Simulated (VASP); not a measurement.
A run of VASP 6.6.1 is set up as follows.

The input INCAR:

```
ALGO = Normal
EDIFF = 1E-6
ENCUT = 520
GGA = RE
ISIF = 2
ISMEAR = -1
LASPH = T
LCHARG = F
LREAL = F
LWAVE = F
NBANDS = 18
NELM = 80
PREC = Accurate
SIGMA = 0.1
```

The input KPOINTS:

```
k-points
0
Gamma
  7 7 5
```

The input POSCAR:

```
PtSe2
1.0
    3.7240000000      0.0000000000      0.0000000000
   -1.8620000000      3.2250790000      0.0000000000
    0.0000000000      0.0000000000      5.0620000000
Pt Se
1 2
Direct
    0.0000000000      0.0000000000      0.0000000000
    0.3333333333      0.6666666667      0.2500000000
    0.6666666667      0.3333333333      0.7500000000
```

Potentials or basis: VASP PAW PBE potentials, release 64 (Pt, Se).

Launch:

```sh
$ cat potpaw_PBE.64/Pt/POTCAR potpaw_PBE.64/Se/POTCAR > POTCAR
$ mpirun -np 1 vasp_std > vasp.out
```

**Question.** Predict the largest force.

**Answer.** 0.644 eV/Å.

**Question.** Predict the pressure.

**Answer.** 9.1 GPa.

**Question.** Estimate the band gap on the k mesh.

**Answer.** Zero (band 11 reaches 7.00 eV, above the bottom of band 12 at 6.71 eV).

Stress tensor (GPa, compression positive):
```
9.74 0.00 0.00
0.00 9.74 0.00
0.00 0.00 7.74
```

Caveat: the PAW data sets were made with another functional, which shifts forces and pressure a little; spin-orbit coupling is left out, which moves the levels of the heavy elements.
